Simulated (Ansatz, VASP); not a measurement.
Given: the input of a run of VASP 6.6.1 on Ni.

INCAR

```
SYSTEM = Ni
PREC = Accurate
ENCUT = 600
EDIFF = 1E-7
ISMEAR = -1
SIGMA = 0.05
LREAL = .FALSE.
LASPH = .TRUE.
NELM = 150
ALGO = Normal
ISIF = 3
LWAVE = .FALSE.
LCHARG = .FALSE.
ISPIN = 2
MAGMOM = 1 1
LORBIT = 11
LMAXMIX = 4
GGA = PS
IBRION = 2
NSW = 80
EDIFFG = -0.01
```

KPOINTS

```
Automatic mesh
0
G
  12 12 7
  0 0 0
```

POSCAR

```
Ni
1.0
    2.4480228978      0.0000000000      0.0000000000
   -1.2240114489      2.1200500186      0.0000000000
    0.0000000000      0.0000000000      4.0728075700
Ni
2
Direct
    0.6666666667      0.3333333333      0.7500000000
    0.3333333333      0.6666666667      0.2500000000
```

Potentials or basis: VASP PAW PBE potentials, release 64 (Ni).

Command:

```console
$ cat potpaw_PBE.64/Ni/POTCAR > POTCAR
$ mpirun -np 1 vasp_std > vasp.out
```

Question: Translate it to Ansatz 0.2.0. Potentials there: all-electron LAPW, scalar-relativistic.

Answer: As run (the cutoff follows the program's own potentials):

File input.yaml:

```yaml
crystal:
  lattice:
    - [2.4480228978, 0.0, 0.0]
    - [-1.2240114489, 2.1200500186, 0.0]
    - [0.0, 0.0, 4.07280757]
  atoms:
    - { symbol: Ni, position: [0.6666666667, 0.3333333333, 0.75], spin: 1.0 }
    - { symbol: Ni, position: [0.3333333333, 0.6666666667, 0.25], spin: 1.0 }
kpoints:
  mp_grid: { grid: [12, 12, 7] }
scf:
  occupations: { method: fermi_dirac, width: 0.05 }
hamiltonian:
  xc: pbesol
  pseudopotentials: { kind: all_electron, lapw: { basis_error: 0.001 } }
magnetization:
  spin_polarized: true
output:
  forces: true
  stress: true
relax:
  f_tol: 0.01
  max_steps: 60
  cell: {}
```

Potentials or basis: all-electron LAPW, scalar-relativistic.

The run is started by

```console
$ ansatz run input.yaml --threads 2 --pin off --max-ram 6144MiB --backend cpu --events-out ev --progress --plain --runs-dir out
```

Both were run:

|  | VASP | Ansatz | Ansatz less VASP |
| --- | --- | --- | --- |
| net moment per atom (μB) | 0.63 | 0.65 | +0.016 |
| size of the moment on the site where the two differ most (μB) | 0.64 | 0.68 | +0.038 |
| relaxed volume (Å³/atom) | 10.41 | 10.42 | +0.007 |
| relaxed cell length with the largest relative difference (Å) | 4.009 | 4.011 | +0.0012 |

VASP's potentials were made for PBE, not for PBEsol. Site moments also hang on the region over which each program counts them. Ansatz ran all-electron here, and VASP with PAW potentials.
